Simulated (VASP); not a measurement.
# HfB (Fm-3m) in VASP: further runs

The runs below take HfB through relaxation of cell and atoms, with PBE.

All numbers are computed with VASP 6.6.1; they aren't measurements. Logs are shortened: lines on timing, memory, paths and dates and some standing lists are left out, and cuts for length are marked.

## 1. The cell of the first run

It takes space group Fm-3m (No. 225, cubic). Conventional cell: a = 4.497 Å, b = 4.497 Å, c = 4.497 Å, α = 90.00°, β = 90.00°, γ = 90.00°. Within 3.0 Å of Hf (site symmetry m-3m) lie 6 B at 2.25 Å. B (site symmetry m-3m) has 6 Hf at 2.25 Å within 3.0 Å.

## 2. Relaxation of cell and atoms, PBE, target pressure 60 GPa, at which the enthalpy is minimised

INCAR reads:

```
SYSTEM = HfB
  ALGO = Normal
  EDIFF = 1E-7
  EDIFFG = -0.008
  ENCUT = 600
  GGA = PE
  IBRION = 2
  ISIF = 3
  ISMEAR = 0
  LASPH = .TRUE.
  LCHARG = .FALSE.
  LREAL = .FALSE.
  LWAVE = .FALSE.
  NELM = 60
  NSW = 70
  PREC = Accurate
  PSTRESS = 600.0
  SIGMA = 0.1
```

KPOINTS reads:

```
k-points
0
G
  16 16 16
  0 0 0
```

POSCAR reads:

```
HfB
1.0
    0.0000000000      2.2486831038      2.2486831038
    2.2486831038      0.0000000000      2.2486831038
    2.2486831038      2.2486831038      0.0000000000
Hf B
1 1
Direct
    0.5000000000      0.5000000000      0.5000000000
    0.0000000000      0.0000000000      0.0000000000
```

Potentials or basis: VASP PAW PBE potentials, release 64 (Hf_pv, B).

On the command line:

```bash
$ cat potpaw_PBE.64/Hf_pv/POTCAR potpaw_PBE.64/B/POTCAR > POTCAR
$ mpirun -np 1 vasp_std > vasp.out
```

OUTCAR:

```text
SYSTEM = HfB
   EDIFF = 1E-7
   EDIFFG = -0.008
   ENCUT = 600
   GGA = PE
   IBRION = 2
   ISIF = 3
   ISMEAR = 0
   LASPH = .TRUE.
   LREAL = .FALSE.
   NELM = 60
   NSW = 70
   PREC = Accurate
   PSTRESS = 600.0

 ion  position               nearest neighbor table
   1  0.500  0.500  0.500-   2 2.25   2 2.25   2 2.25   2 2.25   2 2.25   2 2.25
   2  0.000  0.000  0.000-   1 2.25   1 2.25   1 2.25   1 2.25   1 2.25   1 2.25

  LATTYP: Found a face centered cubic cell.
 ALAT       =     4.4973662076

  Lattice vectors:

 A1 = (   0.0000000000,   2.2486831038,   2.2486831038)
 A2 = (   2.2486831038,   0.0000000000,   2.2486831038)
 A3 = (   2.2486831038,   2.2486831038,   0.0000000000)

Analysis of symmetry for initial positions (statically):
=====================================================================
 Subroutine PRICEL returns:
 Original cell was already a primitive cell.

 Routine SETGRP: Setting up the symmetry group for a
 face centered cubic supercell.

 Subroutine GETGRP returns: Found 48 space group operations
 (whereof 48 operations were pure point group operations)
 out of a pool of 48 trial point group operations.

The static configuration has the point symmetry O_h .

Analysis of symmetry for dynamics (positions and initial velocities):
=====================================================================
 Subroutine PRICEL returns:
 Original cell was already a primitive cell.

 Routine SETGRP: Setting up the symmetry group for a
 face centered cubic supercell.

 Subroutine GETGRP returns: Found 48 space group operations
 (whereof 48 operations were pure point group operations)
 out of a pool of 48 trial point group operations.

The dynamic configuration has the point symmetry O_h .

 Subroutine INISYM returns: Found 48 space group operations
 (whereof 48 operations are pure point group operations),
 and found     1 'primitive' translations

----------------------------------------------------------------------------------------

                                     Primitive cell

  volume of cell :      22.7413

  direct lattice vectors                    reciprocal lattice vectors
     0.000000000  2.248683104  2.248683104    -0.222352362  0.222352362  0.222352362
     2.248683104  0.000000000  2.248683104     0.222352362 -0.222352362  0.222352362
     2.248683104  2.248683104  0.000000000     0.222352362  0.222352362 -0.222352362

  length of vectors
     3.180118143  3.180118143  3.180118143     0.385125589  0.385125589  0.385125589

[... 97 lines left out ...]
   IALGO  =     38    algorithm
   IMIX   =      4    mixing-type and parameters
     AMIX     =   0.40;   BMIX     =  1.00
     AMIX_MAG =   1.60;   BMIX_MAG =  1.00
  volume/ion in A,a.u.               =      11.37        76.73
  Fermi-wavevector in a.u.,A,eV,Ry     =   1.358682  2.567536 25.116568  1.846016
  Thomas-Fermi vector in A             =   2.485494
   LORBIT       =      0    0 simple, 1 ext, 2 COOP (PROOUT), +10 PAW based schemes
   GGA     = PE    functional components
   LHFCALC =     F    Hartree Fock is set to
   AEXX    =    0.0000 exact exchange contribution
   IVDW    =     0    specifies the selected vdW correction
   LEPSILON=     F    determine dielectric tensor
   LRPA    =     F    only Hartree local field effects (RPA)
 conjugate gradient relaxation of ions
 non-spin polarized calculation
 Gauss-broadening in eV      SIGMA  =   0.10
  energy-cutoff  :      600.00
  volume of cell :       22.74
 maximum number of plane-waves:       775
 NGX is ok and might be reduce to    28
   NGX = 13   NGY = 13   NGZ = 13

--------------------------------------- Ionic step        1  -------------------------------------------

 number of electron      13.0000001 magnetization

 Free energy of the ion-electron system (eV)
  ---------------------------------------------------
  ext. energy  EPLUGINS =         0.00000000
  ---------------------------------------------------
  free energy    TOTEN  =       -16.64200275 eV

  energy without entropy =      -16.63757537  energy(sigma->0) =      -16.63978906

------------------------ aborting loop because EDIFF is reached ----------------------------------------

  FORCE on cell =-STRESS in cart. coord.  units (eV):
  Direction    XX          YY          ZZ          XY          YZ          ZX
  --------------------------------------------------------------------------------------
  -------------------------------------------------------------------------------------
  Total        8.0941106      8.0941106      8.0941106     -0.0000000     -0.0000000      0.0000000
  in kB      570.2495519    570.2495519    570.2495519     -0.0000000     -0.0000000      0.0000000
  external PRESSURE =     -29.7504481 kB  Pullay stress =     600.0000000 kB
[... 63 lines left out ...]
--------------------------------------- Ionic step        3  -------------------------------------------

 number of electron      13.0000001 magnetization

 Free energy of the ion-electron system (eV)
  ---------------------------------------------------
  ext. energy  EPLUGINS =         0.00000000
  ---------------------------------------------------
  free energy    TOTEN  =       -16.57696362 eV

  energy without entropy =      -16.57249520  energy(sigma->0) =      -16.57472941

 E-fermi :   5.7375     XC(G=0): -12.7329

 val. band max:        5.7330741926   @ k =   0.5000   0.2500   0.0000
 cond. band min:       5.7564918309   @ k =   0.2500   0.1250   0.0000
 fundamental gap:      0.0234176383
 Fermi energy:         5.7374916796

 k-point     1 :       0.0000    0.0000    0.0000
  band No.  band energies     occupation
      1     -22.1118      2.00000
      2     -22.1118      2.00000
      3     -22.1118      2.00000
      4      -4.1257      2.00000
      5       7.9929      0.00000
      6       7.9929      0.00000
      7       7.9929      0.00000
      8       9.9408      0.00000
      9       9.9408      0.00000
     10       9.9408      0.00000
[... 287 lines left out ...]
 k-point    24 :      -0.0625    0.0625    0.0000
  band No.  band energies     occupation
      1     -22.2110      2.00000
      2     -22.1396      2.00000
      3     -22.1145      2.00000
      4      -3.7872      2.00000
      5       7.1849      0.00000
      6       7.3227      0.00000
      7       7.7976      0.00000
      8       8.1777      0.00000
      9       9.4630      0.00000
     10      10.5863      0.00000

 [... further k-points ...]

------------------------ aborting loop because EDIFF is reached ----------------------------------------

  FORCE on cell =-STRESS in cart. coord.  units (eV):
  Direction    XX          YY          ZZ          XY          YZ          ZX
  --------------------------------------------------------------------------------------
  -------------------------------------------------------------------------------------
  Total        8.4476606      8.4476606      8.4476606      0.0000000     -0.0000000      0.0000000
  in kB      599.8573908    599.8573908    599.8573908      0.0000000     -0.0000000      0.0000000
  external PRESSURE =      -0.1426092 kB  Pullay stress =     600.0000000 kB
[... 21 lines left out ...]
  energy  without entropy=      -16.5724952040  energy(sigma->0) =      -16.57472941

  enthalpy is  TOTEN    =        -8.1272947132 eV   P V=        8.4496689092

 reached required accuracy - stopping structural energy minimisation
```

OSZICAR:

```text
N       E                     dE             d eps       ncg     rms          rms(c)
DAV:   1     0.186270061081E+02    0.18627E+02   -0.82489E+03  2900   0.138E+03
DAV:   2    -0.172327386034E+02   -0.35860E+02   -0.34351E+02  3518   0.212E+02
DAV:   3    -0.182279428182E+02   -0.99520E+00   -0.98053E+00  3728   0.257E+01
[... 26 lines left out ...]
DAV:   5    -0.165769765893E+02    0.25591E-03   -0.56574E-04  3164   0.140E-01    0.262E-01
DAV:   6    -0.165769651640E+02    0.11425E-04   -0.38195E-05  3816   0.440E-02    0.707E-02
DAV:   7    -0.165769639707E+02    0.11933E-05   -0.57246E-07  3216   0.761E-03    0.961E-03
DAV:   8    -0.165769637076E+02    0.26312E-06   -0.65476E-07  3242   0.632E-03    0.396E-03
DAV:   9    -0.165769636224E+02    0.85199E-07   -0.29026E-08  1546   0.164E-03
   3 F= -.81272947E+01 E0= -.81250605E+01  d E =-.167985E-02
```

CONTCAR:

```text
HfB
   1.00000000000000
    -0.0000000000000000    2.2427955002484365    2.2427955002484365
     2.2427955002484365   -0.0000000000000000    2.2427955002484365
     2.2427955002484365    2.2427955002484365   -0.0000000000000000
  Hf              B
     1     1
Direct
     0.5000000000000000    0.5000000000000000    0.5000000000000000
     0.0000000000000000    0.0000000000000000    0.0000000000000000

  0.00000000E+00  0.00000000E+00  0.00000000E+00
  0.00000000E+00  0.00000000E+00  0.00000000E+00
```

It took 95 s on 1 thread of Intel Xeon Platinum 8375C at 2.90GHz (Ice Lake), shared host; peak memory 0.2 GiB.

Results:

```yaml
Free_energy: -16.5770 eV
Relaxed_volume: 11.28 Å³/atom
Relaxed_cell: a = 3.172 Å, b = 3.172 Å, c = 3.172 Å, α = 60.00°, β = 60.00°, γ = 60.00°
Space_group_after_relaxing_to_0.05_Å: Fm-3m (No. 225)
Energy_change_on_relaxing_the_enthalpy_is_what_falls: +32.5 meV/atom
Ionic_steps: 3
Pressure_after_relaxing: 60.0 GPa
```

Step by step:
```csv
step,energy change (eV),largest force (eV/Å),pressure (GPa),volume (Å³)
1,0.0000,0.0000,57.02,22.74
2,0.2700,0.0000,69.01,22.05
3,0.0650,0.0000,59.99,22.56
```

Final structure:
```
Hf B
1.0
     0.00000    2.24280    2.24280
     2.24280    0.00000    2.24280
     2.24280    2.24280    0.00000
Hf B
1 1
Direct
  0.50000 0.50000 0.50000
  0.00000 0.00000 0.00000
```

Caveat: the cell is relaxed towards a set pressure, so the enthalpy falls and the energy may rise; spin-orbit coupling is left out, which moves the levels of the heavy elements.

## 3. Relaxation of cell and atoms, PBE, target pressure 30 GPa, at which the enthalpy is minimised

This run uses another cell than the first one, of 12.29 Å³/atom, 1.081 times its volume.

INCAR reads:

```
SYSTEM = HfB
ALGO = Normal
EDIFF = 1E-6
EDIFFG = -0.008
ENCUT = 600
GGA = PE
IBRION = 2
ISIF = 3
ISMEAR = 0
LASPH = .TRUE.
LCHARG = .FALSE.
LREAL = .FALSE.
LWAVE = .FALSE.
NELM = 60
NSW = 70
PREC = Accurate
PSTRESS = 300.0
SIGMA = 0.1
```

KPOINTS is that of step 2.

POSCAR reads:

```
HfB
1.0
    0.0000000000      2.3079295509      2.3079295509
    2.3079295509      0.0000000000      2.3079295509
    2.3079295509      2.3079295509      0.0000000000
Hf B
1 1
Direct
    0.5000000000      0.5000000000      0.5000000000
    0.0000000000      0.0000000000      0.0000000000
```

Potentials or basis: VASP PAW PBE potentials, release 64 (Hf_pv, B).

On the command line:

```bash
$ cat potpaw_PBE.64/Hf_pv/POTCAR potpaw_PBE.64/B/POTCAR > POTCAR
$ mpirun -np 1 vasp_std > vasp.out
```

Wall time 83 s (1 thread of Intel Xeon Platinum 8375C at 2.90GHz (Ice Lake), shared host); peak memory 0.2 GiB.

The run converged. Its results:

* Free energy: -17.1683 eV
* Relaxed volume: 12.36 Å³/atom
* Relaxed cell: a = 3.269 Å, b = 3.269 Å, c = 3.269 Å, α = 60.00°, β = 60.00°, γ = 60.00°
* Space group after relaxing (to 0.05 Å): Fm-3m (No. 225)
* Energy change on relaxing (the enthalpy is what falls): -12.1 meV/atom
* Ionic steps: 3
* Pressure after relaxing: 30.0 GPa

Step by step:
```
step  energy change (eV)  largest force (eV/Å)  pressure (GPa)  volume (Å³)
   1              0.0000                0.0000           31.44        24.59
   2             -0.0722                0.0000           27.00        24.98
   3             -0.0242                0.0000           30.02        24.71
```

Final structure:
```
Hf B
1.0
     0.00000    2.31188    2.31188
     2.31188    0.00000    2.31188
     2.31188    2.31188    0.00000
Hf B
1 1
Direct
  0.50000 0.50000 0.50000
  0.00000 0.00000 0.00000
```

Levels at points of the mesh, in eV from the Fermi level:
```csv
k point,band 3,band 4,band 5,band 6,band 7,band 8,band 9,band 10
"(0.00, 0.00, 0.00)",-28.32,-9.57,2.19,2.19,2.19,3.94,3.94,3.94
"(0.50, 0.00, 0.00)",-28.40,-5.02,-4.08,-1.37,-1.37,6.52,6.52,7.57
"(0.50, 0.50, 0.00)",-28.58,-6.74,-1.10,-0.92,2.36,2.36,6.23,7.89
```

Caveat: the cell is relaxed towards a set pressure, so the enthalpy falls and the energy may rise; spin-orbit coupling is left out, which moves the levels of the heavy elements.

## 4. Relaxation of cell and atoms, PBE, target pressure 15 GPa, at which the enthalpy is minimised

This run uses another cell than the first one, of 13.06 Å³/atom, 1.149 times its volume.

INCAR reads:

```
SYSTEM = HfB
  PREC = Accurate
  ENCUT = 600
  EDIFF = 1E-6
  ISMEAR = 0
  SIGMA = 0.1
  LREAL = .FALSE.
  LASPH = .TRUE.
  NELM = 100
  ALGO = Normal
  ISIF = 3
  LWAVE = .FALSE.
  LCHARG = .FALSE.
  GGA = PE
  IBRION = 2
  NSW = 70
  EDIFFG = -0.008
  PSTRESS = 150.0
```

KPOINTS reads:

```
Automatic mesh
0
G
  16 16 16
  0 0 0
```

POSCAR reads:

```
HfB
1.0
    0.0000000000      2.3550906503      2.3550906503
    2.3550906503      0.0000000000      2.3550906503
    2.3550906503      2.3550906503      0.0000000000
Hf B
1 1
Direct
    0.5000000000      0.5000000000      0.5000000000
    0.0000000000      0.0000000000      0.0000000000
```

On the command line:

```bash
$ cat potpaw_PBE.64/Hf_pv/POTCAR potpaw_PBE.64/B/POTCAR > POTCAR
$ mpirun -np 1 vasp_std > vasp.out
```

Run time: 92 s. Hardware: 1 thread of Intel Xeon Platinum 8375C at 2.90GHz (Ice Lake), shared host; peak memory 0.21 GiB.

It converged, with:

```
Free energy                                            : -17.3761 eV
Relaxed volume                                         : 13.11 Å³/atom
Relaxed cell                                           : a = 3.334 Å, b = 3.334 Å, c = 3.334 Å, α = 60.00°, β = 60.00°, γ = 60.00°
Space group after relaxing (to 0.05 Å)                 : Fm-3m (No. 225)
Energy change on relaxing (the enthalpy is what falls) : -4.1 meV/atom
Ionic steps                                            : 3
Pressure after relaxing                                : 15.0 GPa
```

The path:
| step | energy change (eV) | largest force (eV/Å) | pressure (GPa) | volume (Å³) |
| --- | --- | --- | --- | --- |
| 1 | 0.0000 | 0.0000 | 15.74 | 26.12 |
| 2 | -0.0211 | 0.0000 | 13.78 | 26.35 |
| 3 | -0.0083 | 0.0000 | 15.02 | 26.21 |

Final structure:
```
Hf B
1.0
     0.00000    2.35768    2.35768
     2.35768    0.00000    2.35768
     2.35768    2.35768    0.00000
Hf B
1 1
Direct
  0.50000 0.50000 0.50000
  0.00000 0.00000 0.00000
```

Levels at points of the mesh, in eV from the Fermi level:
```csv
k point,band 3,band 4,band 5,band 6,band 7,band 8,band 9,band 10
"(0.00, 0.00, 0.00)",-28.63,-9.38,2.14,2.14,2.14,3.78,3.78,3.78
"(0.50, 0.00, 0.00)",-28.69,-4.83,-4.28,-1.26,-1.26,6.13,6.13,7.08
"(0.50, 0.50, 0.00)",-28.83,-6.57,-1.09,-0.95,2.16,2.16,5.85,7.39
```

Caveat: the cell is relaxed towards a set pressure, so the enthalpy falls and the energy may rise; spin-orbit coupling is left out, which moves the levels of the heavy elements. Zero-point motion and thermal expansion aren't in these numbers.

## 5. Overview

```csv
cell,gap on the mesh (eV),pressure (GPa)
"relaxed to 60 GPa from a = 3.180 Å, angles 60.0°, 2 atoms",none,60.0
"relaxed to 30 GPa from a = 3.264 Å, angles 60.0°, 2 atoms",none,30.0
"relaxed to 15 GPa from a = 3.331 Å, angles 60.0°, 2 atoms",none,15.0
```

Alike in all rows: task relaxation of cell and atoms; level PBE; potentials or basis VASP PAW PBE potentials, release 64 (Hf_pv, B); no spin polarisation; k mesh 16 × 16 × 16; cutoff (eV) 600; smearing gaussian 0.1 eV.

Caveats: the cell is relaxed towards a set pressure, so the enthalpy falls and the energy may rise; spin-orbit coupling is left out, which moves the levels of the heavy elements.

Total energies depend on the potentials used, so only differences within one code and one set of settings carry meaning.
